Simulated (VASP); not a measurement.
# K4Ru (Pm-3m) in VASP: density of states with PBE

Aim: the density of states of K4Ru with PBE.

Everything below comes from runs of VASP 6.6.1. Logs are shortened: lines on timing, memory, paths and dates and some standing lists are left out, and cuts for length are marked.

### Step 1. The cell of the first run

It takes space group Pm-3m (No. 221, cubic). The conventional cell has a = 6.338 Å, b = 6.338 Å, c = 6.338 Å, α = 90.00°, β = 90.00°, γ = 90.00°. Within 4.2 Å of K (site symmetry 4/mmm) lie 2 Ru at 3.17 Å. K (site symmetry m-3m) has 12 K at 4.48 Å and 8 Ru at 5.49 Å within 5.9 Å. Ru (site symmetry m-3m) has 6 K at 3.17 Å within 4.2 Å.

### Step 2. Density of states, PBE

POSCAR

```
K4Ru
1.0
    6.3384645484      0.0000000000      0.0000000000
    0.0000000000      6.3384645484      0.0000000000
    0.0000000000      0.0000000000      6.3384645484
K Ru
4 1
Direct
    0.5000000000      0.0000000000      0.0000000000
    0.0000000000      0.5000000000      0.0000000000
    0.0000000000      0.0000000000      0.5000000000
    0.5000000000      0.5000000000      0.5000000000
    0.0000000000      0.0000000000      0.0000000000
```

INCAR.step1

```
ALGO = Normal
EDIFF = 1E-6
ENCUT = 520
GGA = PE
ISIF = 2
ISMEAR = 0
LASPH = T
LCHARG = T
LMAXMIX = 4
LREAL = F
LWAVE = F
NBANDS = 33
NELM = 100
PREC = Accurate
SIGMA = 0.1
```

KPOINTS.step1

```
k-points
0
Gamma
  6 6 6
```

INCAR.step2

```
ALGO = Normal
EDIFF = 1E-6
ENCUT = 520
GGA = PE
ICHARG = 11
ISIF = 2
ISMEAR = -5
LASPH = T
LCHARG = F
LMAXMIX = 4
LORBIT = 10
LREAL = F
LWAVE = F
NBANDS = 33
NEDOS = 1001
NELM = 100
PREC = Accurate
SIGMA = 0.1
```

KPOINTS.step2

```
k-points
0
Gamma
  9 9 9
```

Potentials or basis: VASP PAW PBE potentials, release 64 (K_sv, Ru_pv).

Launch:

```console
> cat potpaw_PBE.64/K_sv/POTCAR potpaw_PBE.64/Ru_pv/POTCAR > POTCAR
> cp INCAR.step1 INCAR
> cp KPOINTS.step1 KPOINTS
> mpirun -np 1 vasp_std > vasp.out
> cp INCAR.step2 INCAR
> cp KPOINTS.step2 KPOINTS
> mpirun -np 1 vasp_std > vasp.out
```

OUTCAR:

```text
EDIFF = 1E-6
   ENCUT = 520
   GGA = PE
   ICHARG = 11
   ISIF = 2
   ISMEAR = -5
   LASPH = T
   LORBIT = 10
   LREAL = F
   NELM = 100
   PREC = Accurate

 ion  position               nearest neighbor table
   1  0.500  0.000  0.000-   5 3.17   5 3.17
   2  0.000  0.500  0.000-   5 3.17   5 3.17
   3  0.000  0.000  0.500-   5 3.17   5 3.17
   4  0.500  0.500  0.500-
   5  0.000  0.000  0.000-   1 3.17   2 3.17   3 3.17   3 3.17   2 3.17   1 3.17

  LATTYP: Found a simple cubic cell.
 ALAT       =     6.3384645484

  Lattice vectors:

 A1 = (   6.3384645484,   0.0000000000,   0.0000000000)
 A2 = (   0.0000000000,   6.3384645484,   0.0000000000)
 A3 = (   0.0000000000,   0.0000000000,   6.3384645484)

Analysis of symmetry for initial positions (statically):
=====================================================================
 Subroutine PRICEL returns:
 Original cell was already a primitive cell.

 Routine SETGRP: Setting up the symmetry group for a
 simple cubic supercell.

 Subroutine GETGRP returns: Found 48 space group operations
 (whereof 48 operations were pure point group operations)
 out of a pool of 48 trial point group operations.

The static configuration has the point symmetry O_h .

Analysis of symmetry for dynamics (positions and initial velocities):
=====================================================================
 Subroutine PRICEL returns:
 Original cell was already a primitive cell.

 Routine SETGRP: Setting up the symmetry group for a
 simple cubic supercell.

 Subroutine GETGRP returns: Found 48 space group operations
 (whereof 48 operations were pure point group operations)
 out of a pool of 48 trial point group operations.

The dynamic configuration has the point symmetry O_h .

 Subroutine INISYM returns: Found 48 space group operations
 (whereof 48 operations are pure point group operations),
 and found     1 'primitive' translations

----------------------------------------------------------------------------------------

                                     Primitive cell

  volume of cell :     254.6550
[... 101 lines left out ...]
   IBRION =     -1    ionic relax: 0-MD 1-quasi-New 2-CG
   NFREE  =      0    steps in history (QN), initial steepest desc. (CG)
   ISIF   =      2    stress and relaxation
   ISYM   =      2    0-nonsym 1-usesym 2-fastsym
   POTIM  = 0.5000    time-step for ionic-motion
   TEBEG  =    0.0;   TEEND  =   0.0 temperature during run
   PSTRESS=    0.0 pullay stress
   NELECT =      50.0000    total number of electrons
   NUPDOWN=      -1.0000    fix difference up-down
   EMIN   =  10.00;   EMAX   =-10.00  energy-range for DOS
   EFERMI =   0.00;   METHOD = LEGACY
   ISMEAR =    -5;   SIGMA  =   0.10  broadening in eV -4-tet -1-fermi 0-gaus
   EFERMI_NEDOS =   21; number of points for ismear=-14 and -15
   IALGO  =     38    algorithm
   IMIX   =      4    mixing-type and parameters
     AMIX     =   0.40;   BMIX     =  1.00
     AMIX_MAG =   1.60;   BMIX_MAG =  1.00
  volume/ion in A,a.u.               =      50.93       343.70
  Fermi-wavevector in a.u.,A,eV,Ry     =   0.951512  1.798096 12.318366  0.905374
  Thomas-Fermi vector in A             =   2.079989
   LORBIT       =     10    0 simple, 1 ext, 2 COOP (PROOUT), +10 PAW based schemes
   GGA     = PE    functional components
   LHFCALC =     F    Hartree Fock is set to
   AEXX    =    0.0000 exact exchange contribution
   IVDW    =     0    specifies the selected vdW correction
   LEPSILON=     F    determine dielectric tensor
   LRPA    =     F    only Hartree local field effects (RPA)
 non-spin polarized calculation
 Fermi weights with tetrahedron method with Bloechl corrections
  energy-cutoff  :      520.00
  volume of cell :      254.65
 maximum number of plane-waves:      6892
 NGX is ok and might be reduce to    48

 number of electron      49.9999979 magnetization

 Free energy of the ion-electron system (eV)
  ---------------------------------------------------
  ext. energy  EPLUGINS =         0.00000000
  ---------------------------------------------------
  free energy    TOTEN  =        -8.82470626 eV

  energy without entropy =       -8.82470626  energy(sigma->0) =       -8.82470626

 E-fermi :   0.4945     XC(G=0):  -6.5507

 val. band max:        0.5012931458   @ k =   0.4444   0.4444   0.2222
 cond. band min:       0.4976655163   @ k =   0.3333   0.1111   0.0000
 fundamental gap:     -0.0036276295
 Fermi energy:         0.4945196788

 k-point     1 :       0.0000    0.0000    0.0000
  band No.  band energies     occupation
      1     -40.2755      2.00000
      2     -40.2755      2.00000
      3     -40.2755      2.00000
      4     -31.8783      2.00000
      5     -30.5104      2.00000
      6     -30.5024      2.00000
[... 853 lines left out ...]
     32       3.3102      0.00000
     33       3.6259      0.00000

 [... further k-points ...]

------------------------ aborting loop because EDIFF is reached ----------------------------------------

  FORCE on cell =-STRESS in cart. coord.  units (eV):
  Direction    XX          YY          ZZ          XY          YZ          ZX
  --------------------------------------------------------------------------------------
  -------------------------------------------------------------------------------------
  Total        0.0888445      0.0888445      0.0888445      0.0000000      0.0000000     -0.0000000
  in kB        0.5589704      0.5589704      0.5589704      0.0000000      0.0000000     -0.0000000
  external PRESSURE =       0.5589704 kB  Pullay stress =       0.0000000 kB

 VOLUME and BASIS-vectors are now :
 -----------------------------------------------------------------------------
  energy-cutoff  :      520.00
  volume of cell :      254.65
      direct lattice vectors                 reciprocal lattice vectors
     6.338464548  0.000000000  0.000000000     0.157766915  0.000000000  0.000000000
     0.000000000  6.338464548  0.000000000     0.000000000  0.157766915  0.000000000
     0.000000000  0.000000000  6.338464548     0.000000000  0.000000000  0.157766915

 POSITION                                       TOTAL-FORCE (eV/Angst)
 -----------------------------------------------------------------------------------
      3.16923      0.00000      0.00000         0.000000      0.000000      0.000000
      0.00000      3.16923      0.00000         0.000000      0.000000      0.000000
      0.00000      0.00000      3.16923         0.000000      0.000000      0.000000
      3.16923      3.16923      3.16923         0.000000      0.000000      0.000000
      0.00000      0.00000      0.00000         0.000000      0.000000      0.000000
 -----------------------------------------------------------------------------------
    total drift:                                0.000000     -0.000000      0.000000

  FREE ENERGIE OF THE ION-ELECTRON SYSTEM (eV)
  ---------------------------------------------------
  free  energy   TOTEN  =        -8.8247062563 eV

  energy  without entropy=       -8.8247062563  energy(sigma->0) =       -8.82470626

 total charge

# of ion       s       p       d       tot
------------------------------------------
    1        1.983   5.553   0.038   7.574
    2        1.983   5.553   0.038   7.574
    3        1.983   5.553   0.038   7.574
    4        1.978   5.552   0.007   7.537
    5        0.269   5.979   6.281  12.530
--------------------------------------------------
tot          8.197  28.190   6.401  42.788
```

OSZICAR.step1:

```text
N       E                     dE             d eps       ncg     rms          rms(c)
DAV:   1     0.387654741173E+03    0.38765E+03   -0.23730E+04  1496   0.129E+03
DAV:   2     0.130963076467E+02   -0.37456E+03   -0.36001E+03  1494   0.381E+02
DAV:   3    -0.121355310302E+02   -0.25232E+02   -0.25023E+02  1909   0.797E+01
DAV:   4    -0.133914033561E+02   -0.12559E+01   -0.12521E+01  1942   0.164E+01
DAV:   5    -0.134629821540E+02   -0.71579E-01   -0.71574E-01  1951   0.230E+00    0.113E+01
DAV:   6    -0.222902230084E+02   -0.88272E+01   -0.89627E+01  1707   0.217E+01    0.342E+01
DAV:   7    -0.942664609466E+01    0.12864E+02   -0.41603E+01  1539   0.127E+01    0.515E+00
DAV:   8    -0.910437715528E+01    0.32227E+00   -0.68916E+00  1549   0.435E+00    0.604E+00
DAV:   9    -0.903417076458E+01    0.70206E-01   -0.24898E+00  1540   0.367E+00    0.396E+00
DAV:  10    -0.886199533164E+01    0.17218E+00   -0.11274E+00  1601   0.173E+00    0.130E+00
DAV:  11    -0.885119343499E+01    0.10802E-01   -0.61800E-02  1662   0.532E-01    0.141E-01
DAV:  12    -0.885187698896E+01   -0.68355E-03   -0.34551E-03  1708   0.156E-01    0.250E-01
DAV:  13    -0.885119025553E+01    0.68673E-03   -0.15539E-03  1774   0.767E-02    0.215E-02
DAV:  14    -0.885119889832E+01   -0.86428E-05   -0.13815E-04  1774   0.424E-02    0.179E-02
DAV:  15    -0.885119772999E+01    0.11683E-05   -0.15114E-05  1510   0.131E-02    0.398E-03
DAV:  16    -0.885119771134E+01    0.18654E-07   -0.80723E-07  1148   0.364E-03
   1 F= -.88511977E+01 E0= -.88273751E+01  d E =-.476453E-01
```

Wall time 3.2 min (1 thread of AMD EPYC 9R45 (Zen 5), shared host); peak memory 0.41 GiB.

Results:

```
Valence electrons inside the program's atomic spheres : K 7.57, 7.54; Ru 12.53
```

Caveat: tetrahedron occupations give inexact forces and stress in metals.
